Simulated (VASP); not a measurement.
Here is a VASP 6.6.1 calculation.

Contents of INCAR:

```
PREC = Accurate
ENCUT = 500
EDIFF = 1E-6
ISMEAR = 0
SIGMA = 0.1
LREAL = F
LASPH = T
NELM = 120
ALGO = Normal
ISIF = 2
LWAVE = F
LCHARG = F
GGA = PS
NBANDS = 16
GGA_COMPAT = F
```

The input KPOINTS:

```
regular mesh
0
Gamma
  6 6 6
```

POSCAR

```
ZnSe
1.0
    0.0000000000      2.8250000000      2.8250000000
    2.8250000000      0.0000000000      2.8250000000
    2.8250000000      2.8250000000      0.0000000000
Zn Se
1 1
Direct
    0.0000000000      0.0000000000      0.0000000000
    0.2500000000      0.2500000000      0.2500000000
```

Potentials or basis: VASP PAW PBE potentials, release 64 (Zn, Se).

Command:

```sh
$ cat potpaw_PBE.64/Zn/POTCAR potpaw_PBE.64/Se/POTCAR > POTCAR
$ mpirun -np 1 vasp_std > vasp.out
```

Question: What does it give for the band gap on the k mesh?

Answer: 1.21 eV.

Question: Estimate the pressure.

Answer: -0.3 GPa.

Caveat: the PAW data sets were made with another functional, which shifts forces and pressure a little.
